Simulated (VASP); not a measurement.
Here is a VASP 6.6.1 calculation.

The input INCAR:

```
PREC = Accurate ; ENCUT = 520
EDIFF = 1E-7 ; ISMEAR = 0
SIGMA = 0.02 ; LREAL = False
LASPH = True ; NELM = 80
ALGO = Normal ; ISIF = 2
LWAVE = False ; LCHARG = True
GGA = PE ; LELF = True
LVHAR = True ; NBANDS = 44
```

File KPOINTS:

```
regular mesh
0
Gamma
  6 6 4
```

The input POSCAR:

```
SiO2
1.0
    4.5892405052      0.0000000000      0.0000000000
   -2.2946202526      3.9743988616      0.0000000000
    0.0000000000      0.0000000000      8.4563649243
Si O
4 8
Direct
    0.6666666667      0.3333333333      0.9365742585
    0.6666666667      0.3333333333      0.5634257415
    0.3333333333      0.6666666667      0.0634257415
    0.3333333333      0.6666666667      0.4365742585
    0.0000000000      0.3402457933      0.0000000000
    0.3402457933      0.3402457933      0.5000000000
    0.6597542067      0.0000000000      0.5000000000
    0.6597542067      0.6597542067      0.0000000000
    0.0000000000      0.6597542067      0.5000000000
    0.6666666667      0.3333333333      0.7500000000
    0.3333333333      0.6666666667      0.2500000000
    0.3402457933      0.0000000000      0.0000000000
```

Potentials or basis: VASP PAW PBE potentials, release 64 (Si, O).

The run is started by

```sh
$ cat potpaw_PBE.64/Si/POTCAR potpaw_PBE.64/O/POTCAR > POTCAR
$ mpirun -np 1 vasp_std > vasp.out
```

Task: What does it give for the largest force?

Result: 0.044 eV/Å.

Task: Predict the pressure.

Result: 15.3 GPa.

Forces on the atoms (eV/Å):
```
Si   0.000  0.000 -0.044
Si   0.000  0.000  0.044
Si   0.000  0.000  0.044
Si   0.000  0.000 -0.044
O    0.008 -0.014  0.000
O   -0.008 -0.014  0.000
O    0.016  0.000  0.000
O    0.008  0.014  0.000
O   -0.008  0.014  0.000
O    0.000  0.000  0.000
O    0.000  0.000  0.000
O   -0.016  0.000  0.000
```
